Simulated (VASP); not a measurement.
## Ag: single point with PBE

Crystal: Ag.

```xyz
2
Lattice="2.9052 0.0000 0.0000 -1.4526 2.5160 0.0000 0.0000 0.0000 4.8429" Properties=species:S:1:pos:R:3 pbc="T T T"
Ag    0.0000    1.6773    1.2107
Ag    1.4526    0.8387    3.6322
```

This cell differs from its parent crystal: biaxial strain in the a-b plane: -1.0 %, then relaxed in part.

```yaml
Program: VASP 6.6.1
Task: single point
Functional: PBE
Potentials_or_basis: VASP PAW PBE potentials, release 64 (Ag)
Cutoff: 520 eV
k_mesh: 24 × 24 × 12
Occupations: gaussian, width 0.1 eV
Spin: no spin polarisation
```

- Pressure: 0.9 GPa
- Band gap on the k mesh: zero (band 11 reaches 12.01 eV, above the bottom of band 12 at 4.54 eV)

Stress tensor (GPa, compression positive):
```
 1.38  0.00  0.00
 0.00  1.38  0.00
 0.00  0.00 -0.04
```

Levels at points of the mesh, in eV from the Fermi level:
| k point | band 7 | band 8 | band 9 | band 10 | band 11 | band 12 | band 13 | band 14 | band 15 | band 16 |
| --- | --- | --- | --- | --- | --- | --- | --- | --- | --- | --- |
| (0.00, 0.00, 0.00) | -4.45 | -4.03 | -4.03 | -3.15 | -3.15 | -0.50 | 3.07 | 15.64 | 16.97 | 17.71 |
| (0.50, 0.00, 0.00) | -3.76 | -3.01 | -2.98 | -2.86 | 0.12 | 1.49 | 6.55 | 6.85 | 8.89 | 10.01 |
| (0.00, 0.00, 0.50) | -4.51 | -4.51 | -3.44 | -3.44 | -3.44 | -3.44 | 10.38 | 10.38 | 15.99 | 15.99 |
| (0.50, 0.00, 0.50) | -3.19 | -3.19 | -2.91 | -2.91 | 0.77 | 0.77 | 4.37 | 4.37 | 13.41 | 13.41 |

Wall time 100 s on 1 thread of Intel(R) Xeon(R) 6975P-C (Granite Rapids), on a shared host, peak memory 0.33 GiB.

Caveat: the cell differs from its parent crystal (biaxial strain in the a-b plane: -1.0 %, then relaxed in part).
